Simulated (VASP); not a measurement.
Al2O3, 10 atoms in the cell. The structure is orthorhombic, space group Pnnm (No. 58). Conventional cell: a = 4.510 Å, b = 9.543 Å, c = 2.993 Å, α = 90.00°, β = 90.00°, γ = 90.00°. Al (site symmetry m) has 4 O at 1.68 to 1.80 Å within 2.2 Å. Within 2.2 Å of O (site symmetry 2/m) lie 2 Al at 1.68 Å. Within 2.4 Å of O (site symmetry m) lie 3 Al at 1.79 to 1.80 Å. 

| Item | Value |
| --- | --- |
| Program | VASP 6.6.1 |
| Task | single point |
| Functional | PBEsol |
| Dispersion | D3(BJ) |
| Potentials or basis | VASP PAW PBE potentials, release 64 (Al, O) |
| Cutoff | 520 eV |
| k mesh | 6 × 3 × 9 |
| Occupations | fermi-dirac, width 0.05 eV |
| Spin | no spin polarisation |
| Dipole correction | no |
| Further INCAR settings | ALGO = Normal; EDIFF = 1e-07; NBANDS = 35 |

Potentials or basis: VASP PAW PBE potentials, release 64 (Al, O).

Run with:

```console
$ cat potpaw_PBE.64/Al/POTCAR potpaw_PBE.64/O/POTCAR > POTCAR
$ mpirun -np 1 vasp_std > vasp.out
```

Hardware: 1 thread of AMD EPYC 7R13 Processor (Zen 3), with other jobs on the host.

**Question.** How long does it take, and how much memory?

**Answer.** Wall time 2.9 min on 1 thread of AMD EPYC 7R13 Processor (Zen 3) (shared host), peak memory 0.28 GiB. Counts: scf iterations 16, k points 40.
